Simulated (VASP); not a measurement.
# C3F4 (Pbcn) in VASP: notebook

C3F4 is run at these levels: PBE; tasks: relaxation of cell and atoms, single point.

Program: VASP 6.6.1. These are calculated values, not measurements. Logs are shortened: lines on timing, memory, paths and dates and some standing lists are left out, and cuts for length are marked.

**1. The cell of the first run**

Symmetry: Pbcn, No. 60, orthorhombic system. Conventional cell: a = 8.282 Å, b = 5.140 Å, c = 8.268 Å, α = 90.00°, β = 90.00°, γ = 90.00°. Within 1.8 Å of C (site symmetry 2) lie 2 F at 1.36 Å and 2 C at 1.45 Å. Within 1.7 Å of C (site symmetry 1) lie 2 C at 1.29 to 1.45 Å and 1 F at 1.31 Å. F (site symmetry 1) has 1 C at 1.36 Å within 1.8 Å. F (site symmetry 1) has 1 C at 1.31 Å within 1.8 Å.

**2. Relaxation of cell and atoms, PBE**

The input, INCAR:

```
SYSTEM = C3F4
ALGO     = Normal         ! electronic algorithm
EDIFF    = 1E-6           ! SCF threshold, eV
EDIFFG   = -0.04          ! ionic threshold
ENCUT    = 600            ! plane-wave cutoff, eV
GGA      = PE             ! functional
IBRION   = 2              ! ionic algorithm
ISIF     = 3              ! what is computed and relaxed
ISMEAR   = 0              ! smearing method
LASPH    = .TRUE.         ! aspherical terms in the spheres
LCHARG   = .FALSE.        ! write CHGCAR
LREAL    = Auto         
LUSENCCL = .FALSE.      
LWAVE    = .FALSE.        ! write WAVECAR
NELM     = 100            ! most SCF steps
NSW      = 60             ! ionic steps
PREC     = Accurate       ! precision mode
SIGMA    = 0.1            ! smearing width, eV
```

The input, KPOINTS:

```
k-points
0
G
  2 4 2
  0 0 0
```

The input, POSCAR:

```
C3F4
1.0
    8.2820000000      0.0000000000      0.0000000000
    0.0000000000      5.1400000000      0.0000000000
    0.0000000000      0.0000000000      8.2680000000
C F
12 16
Direct
    0.0000000000      0.9128000000      0.7500000000
    0.5000000000      0.5872000000      0.2500000000
    0.0000000000      0.0872000000      0.2500000000
    0.5000000000      0.4128000000      0.7500000000
    0.9446000000      0.6611000000      0.6950000000
    0.5554000000      0.8389000000      0.1950000000
    0.4446000000      0.8389000000      0.3050000000
    0.0554000000      0.6611000000      0.8050000000
    0.0554000000      0.3389000000      0.3050000000
    0.4446000000      0.1611000000      0.8050000000
    0.5554000000      0.1611000000      0.6950000000
    0.9446000000      0.3389000000      0.1950000000
    0.0911300000      0.0759000000      0.6573700000
    0.4088700000      0.4241000000      0.1573700000
    0.5911300000      0.4241000000      0.3426300000
    0.9088700000      0.0759000000      0.8426300000
    0.9088700000      0.9241000000      0.3426300000
    0.5911300000      0.5759000000      0.8426300000
    0.4088700000      0.5759000000      0.6573700000
    0.0911300000      0.9241000000      0.1573700000
    0.8475200000      0.5353000000      0.5977000000
    0.6524800000      0.9647000000      0.0977000000
    0.3475200000      0.9647000000      0.4023000000
    0.1524800000      0.5353000000      0.9023000000
    0.1524800000      0.4647000000      0.4023000000
    0.3475200000      0.0353000000      0.9023000000
    0.6524800000      0.0353000000      0.5977000000
    0.8475200000      0.4647000000      0.0977000000
```

Potentials or basis: VASP PAW PBE potentials, release 64 (C, F).

On the command line:

```bash
$ cat potpaw_PBE.64/C/POTCAR potpaw_PBE.64/F/POTCAR > POTCAR
$ mpirun -np 1 vasp_std > vasp.out
```

OUTCAR:

```text
SYSTEM = C3F4
   EDIFF = 1E-6
   EDIFFG = -0.04
   ENCUT = 600
   GGA = PE
   IBRION = 2
   ISIF = 3
   ISMEAR = 0
   LASPH = .TRUE.
   LREAL = Auto
   NELM = 100
   NSW = 60
   PREC = Accurate

 ion  position               nearest neighbor table
   1  0.000  0.913  0.750-  13 1.36  16 1.36   5 1.45   8 1.45
   2  0.500  0.587  0.250-  14 1.36  15 1.36   6 1.45   7 1.45
   3  0.000  0.087  0.250-  17 1.36  20 1.36   9 1.45  12 1.45
   4  0.500  0.413  0.750-  18 1.36  19 1.36  10 1.45  11 1.45
   5  0.945  0.661  0.695-   8 1.29  21 1.31   1 1.45
   6  0.555  0.839  0.195-   7 1.29  22 1.31   2 1.45
   7  0.445  0.839  0.305-   6 1.29  23 1.31   2 1.45
   8  0.055  0.661  0.805-   5 1.29  24 1.31   1 1.45
   9  0.055  0.339  0.305-  12 1.29  25 1.31   3 1.45
  10  0.445  0.161  0.805-  11 1.29  26 1.31   4 1.45
  11  0.555  0.161  0.695-  10 1.29  27 1.31   4 1.45
  12  0.945  0.339  0.195-   9 1.29  28 1.31   3 1.45
  13  0.091  0.076  0.657-   1 1.36
  14  0.409  0.424  0.157-   2 1.36
  15  0.591  0.424  0.343-   2 1.36
  16  0.909  0.076  0.843-   1 1.36
  17  0.909  0.924  0.343-   3 1.36
  18  0.591  0.576  0.843-   4 1.36
[... 8 lines left out ...]
  27  0.652  0.035  0.598-  11 1.31
  28  0.848  0.465  0.098-  12 1.31

  LATTYP: Found a simple orthorhombic cell.
 ALAT       =     5.1400000000
 B/A-ratio  =     1.6085603113
 C/A-ratio  =     1.6112840467

  Lattice vectors:

 A1 = (   0.0000000000,   5.1400000000,   0.0000000000)
 A2 = (   0.0000000000,   0.0000000000,   8.2680000000)
 A3 = (   8.2820000000,   0.0000000000,   0.0000000000)

Analysis of symmetry for initial positions (statically):
=====================================================================
 Subroutine PRICEL returns:
 Original cell was already a primitive cell.

 Routine SETGRP: Setting up the symmetry group for a
 simple orthorhombic supercell.

 Subroutine GETGRP returns: Found  8 space group operations
 (whereof  2 operations were pure point group operations)
 out of a pool of  8 trial point group operations.

The static configuration has the point symmetry S_2 .
 The point group associated with its full space group is D_2h.

Analysis of symmetry for dynamics (positions and initial velocities):
=====================================================================
 Subroutine PRICEL returns:
 Original cell was already a primitive cell.
[... 167 lines left out ...]
     AMIX     =   0.40;   BMIX     =  1.00
     AMIX_MAG =   1.60;   BMIX_MAG =  1.00
  volume/ion in A,a.u.               =      12.57        84.83
  Fermi-wavevector in a.u.,A,eV,Ry     =   1.258776  2.378742 21.558673  1.584518
  Thomas-Fermi vector in A             =   2.392369
   LORBIT       =      0    0 simple, 1 ext, 2 COOP (PROOUT), +10 PAW based schemes
   GGA     = PE    functional components
   LHFCALC =     F    Hartree Fock is set to
   AEXX    =    0.0000 exact exchange contribution
   IVDW    =     0    specifies the selected vdW correction
   LEPSILON=     F    determine dielectric tensor
   LRPA    =     F    only Hartree local field effects (RPA)
 conjugate gradient relaxation of ions
 non-spin polarized calculation
 Gauss-broadening in eV      SIGMA  =   0.10
  energy-cutoff  :      600.00
  volume of cell :      351.96
 maximum number of plane-waves:     11777
 NGX is ok and might be reduce to    70
   NGX = 33   NGY = 21   NGZ = 33

--------------------------------------- Ionic step        1  -------------------------------------------

 number of electron     160.0000008 magnetization

 Free energy of the ion-electron system (eV)
  ---------------------------------------------------
  ext. energy  EPLUGINS =         0.00000000
  ---------------------------------------------------
  free energy    TOTEN  =      -159.39214523 eV

  energy without entropy =     -159.39214523  energy(sigma->0) =     -159.39214523

------------------------ aborting loop because EDIFF is reached ----------------------------------------

  FORCE on cell =-STRESS in cart. coord.  units (eV):
  Direction    XX          YY          ZZ          XY          YZ          ZX
  --------------------------------------------------------------------------------------
  -------------------------------------------------------------------------------------
  Total       11.7270604     11.3571814     11.7269142      0.0000000      0.0000000      0.0000000
  in kB       53.3827486     51.6990226     53.3820831      0.0000000      0.0000000      0.0000000
  external PRESSURE =      52.8212848 kB  Pullay stress =       0.0000000 kB
[... 167 lines left out ...]
  FREE ENERGIE OF THE ION-ELECTRON SYSTEM (eV)
  ---------------------------------------------------
  free  energy   TOTEN  =      -159.5835077046 eV

  energy  without entropy=     -159.5835077046  energy(sigma->0) =     -159.58350770

[... ionic steps 4 to 23 ...]

--------------------------------------- Ionic step       24  -------------------------------------------

 number of electron     159.9999958 magnetization

------------------------ aborting loop because EDIFF is reached ----------------------------------------
[... 119 lines left out ...]
--------------------------------------- Ionic step       26  -------------------------------------------

 number of electron     159.9999952 magnetization

 Free energy of the ion-electron system (eV)
  ---------------------------------------------------
  ext. energy  EPLUGINS =         0.00000000
  ---------------------------------------------------
  free energy    TOTEN  =      -159.73774419 eV

  energy without entropy =     -159.73774419  energy(sigma->0) =     -159.73774419

 E-fermi :  -2.0310     XC(G=0):  -7.6937

 val. band max:       -2.5747338243   @ k =   0.0000   0.5000   0.0000
 cond. band min:       2.4068379561   @ k =   0.0000   0.0000   0.0000
 fundamental gap:      4.9815717804
 Fermi energy:        -2.0309572924

 k-point     1 :       0.0000    0.0000    0.0000
  band No.  band energies     occupation
      1     -27.4426      2.00000
      2     -27.4000      2.00000
      3     -27.3958      2.00000
      4     -27.3599      2.00000
      5     -27.3413      2.00000
      6     -27.3133      2.00000
[... 1129 lines left out ...]
     91       5.4481      0.00000
     92       5.4481      0.00000
 [bands above 92 left out]

------------------------ aborting loop because EDIFF is reached ----------------------------------------

  FORCE on cell =-STRESS in cart. coord.  units (eV):
  Direction    XX          YY          ZZ          XY          YZ          ZX
  --------------------------------------------------------------------------------------
  -------------------------------------------------------------------------------------
  Total        0.3163960      0.0270005      0.2785780      0.0000000      0.0000000      0.0000000
  in kB        1.2376460      0.1056177      1.0897135      0.0000000      0.0000000      0.0000000
  external PRESSURE =       0.8109924 kB  Pullay stress =       0.0000000 kB
[... 43 lines left out ...]
  FREE ENERGIE OF THE ION-ELECTRON SYSTEM (eV)
  ---------------------------------------------------
  free  energy   TOTEN  =      -159.7377441852 eV

  energy  without entropy=     -159.7377441852  energy(sigma->0) =     -159.73774419

 reached required accuracy - stopping structural energy minimisation
```

CONTCAR:

```text
C3F4
    1.000000000000000
     8.7448710913743710    0.0000000000000000    0.0000000000000000
     0.0000000000000000    5.3693230362782227    0.0000000000000000
     0.0000000000000000   -0.0000000000000000    8.7231255396002467
  C               F
    12    16
Direct
     0.0000000000000000    0.9087619890232818    0.7500000000000000
     0.5000000000000000    0.5912380109767182    0.2500000000000000
     0.0000000000000000    0.0912380109767180    0.2500000000000000
     0.5000000000000000    0.4087619890232820    0.7500000000000000
     0.9467915578544603    0.6652653427427707    0.6967283834419632
     0.5532084421455397    0.8347346572572293    0.1967283834419634
[... 20 lines left out ...]
     0.6453202531360822    0.0420071139504339    0.6038968390597090
     0.8546797468639178    0.4579928860495662    0.1038968390597092

  0.00000000E+00  0.00000000E+00  0.00000000E+00
  0.00000000E+00  0.00000000E+00  0.00000000E+00
  0.00000000E+00  0.00000000E+00  0.00000000E+00
  0.00000000E+00  0.00000000E+00  0.00000000E+00
  0.00000000E+00  0.00000000E+00  0.00000000E+00
  0.00000000E+00  0.00000000E+00  0.00000000E+00
[... 20 lines left out ...]
  0.00000000E+00  0.00000000E+00  0.00000000E+00
  0.00000000E+00  0.00000000E+00  0.00000000E+00
```

Run time: 18 min. Hardware: 1 × NVIDIA H100 80GB with 1 thread of AMD EPYC 7R13 (Zen 3), shared host; peak memory 1.6 GiB.

What came out:

```yaml
Free_energy: -159.7377 eV
Relaxed_volume: 14.63 Å³/atom
Relaxed_cell: a = 8.745 Å, b = 5.369 Å, c = 8.723 Å, α = 90.00°, β = 90.00°, γ = 90.00°
Space_group_after_relaxing_to_0.1_Å: Pbcn (No. 60)
Energy_gained_by_relaxing: 12.3 meV/atom
Ionic_steps: 26
Pressure_after_relaxing: 0.1 GPa
Largest_force_after_relaxing: 0.032 eV/Å
Band_gap_on_the_k_mesh: 4.98 eV (least direct gap 5.01 eV)
```

Forces in eV/Å, atoms in the order of the input:
```
C    0.000  0.001  0.000
C    0.000 -0.001  0.000
C    0.000 -0.001  0.000
C    0.000  0.001  0.000
C   -0.002 -0.019 -0.009
C    0.002  0.019 -0.009
C   -0.002  0.019  0.009
C    0.002 -0.019  0.009
C    0.002  0.019  0.009
C   -0.002 -0.019  0.009
C    0.002 -0.019 -0.009
C   -0.002  0.019 -0.009
F    0.010  0.004 -0.008
F   -0.010 -0.004 -0.008
F    0.010 -0.004  0.008
F   -0.010  0.004  0.008
F   -0.010 -0.004  0.008
F    0.010  0.004  0.008
F   -0.010  0.004 -0.008
F    0.010 -0.004 -0.008
F   -0.015  0.021 -0.018
F    0.015 -0.021 -0.018
F   -0.015 -0.021  0.018
F    0.015  0.021  0.018
F    0.015 -0.021  0.018
F   -0.015  0.021  0.018
F    0.015  0.021 -0.018
F   -0.015 -0.021 -0.018
```

Stress tensor (GPa, compression positive):
```
0.12 0.00 0.00
0.00 0.01 0.00
0.00 0.00 0.11
```

The path:
```
step  energy change (eV)  largest force (eV/Å)  pressure (GPa)  volume (Å³)
   1              0.0000                1.1003            5.28       351.96
   2              1.3673                5.1276           -7.55       373.50
   3             -0.1914                0.9823            1.40       357.13
   4              0.4086                3.3027           -3.57       368.49
   5             -0.2305                0.1745            0.25       359.29
   6             -0.2305                0.1670            0.27       359.23
   7             -0.2310                0.3375            0.69       360.06
   8             -0.2357                0.0930            0.48       359.66
   9             -0.2426                0.2364            0.48       361.35
  10             -0.2441                0.4205            0.49       362.49
  11             -0.2457                0.4137            0.48       362.80
  12             -0.2504                0.3923            0.48       363.72
  13             -0.2594                0.3486            0.48       365.56
  14             -0.2754                0.2606            0.48       369.26
  15             -0.2999                0.1139            0.51       376.73
  16             -0.3211                0.3805            0.65       391.97
  17             -0.3320                0.2573            0.42       396.52
  18             -0.3380                0.2949            0.13       403.03
  19             -0.3439                0.1135           -0.05       407.39
  20             -0.3446                0.0425           -0.13       409.24
  21             -0.3447                0.0444           -0.13       409.38
  22             -0.3447                0.0503           -0.15       409.67
  23             -0.3447                0.0473           -0.14       409.51
  24             -0.3451                0.0428           -0.06       409.52
  25             -0.3453                0.0705            0.04       409.54
  26             -0.3456                0.0318            0.08       409.59
```

Final structure:
```
C F
1.0
     8.74487    0.00000    0.00000
     0.00000    5.36932    0.00000
     0.00000    0.00000    8.72313
C F
12 16
Cartesian
  0.0000 4.8794 6.5423
  4.3724 3.1745 2.1808
  0.0000 0.4899 2.1808
  4.3724 2.1948 6.5423
  8.2796 3.5720 6.0776
  4.8377 4.4820 1.7161
  3.9071 4.4820 2.6455
  0.4653 3.5720 7.0070
  0.4653 1.7973 2.6455
  3.9071 0.8874 7.0070
  4.8377 0.8874 6.0776
  8.2796 1.7973 1.7161
  0.7741 0.3596 5.7677
  3.5983 2.3251 1.4061
  5.1466 2.3251 2.9554
  7.9707 0.3596 7.3170
  7.9707 5.0098 2.9554
  5.1466 3.0442 7.3170
  3.5983 3.0442 5.7677
  0.7741 5.0098 1.4061
  7.4741 2.9102 5.2679
  5.6432 5.1438 0.9063
  3.1016 5.1438 3.4553
  1.2708 2.9102 7.8168
  1.2708 2.4591 3.4553
  3.1016 0.2256 7.8168
  5.6432 0.2256 5.2679
  7.4741 2.4591 0.9063
```

Caveat: the volume moved by over 15 % at a fixed basis, so the end points are rough; this functional lacks dispersion, which holds the molecules together, so the pressure and a relaxed volume are unreliable.

[end of part 1 of 2]
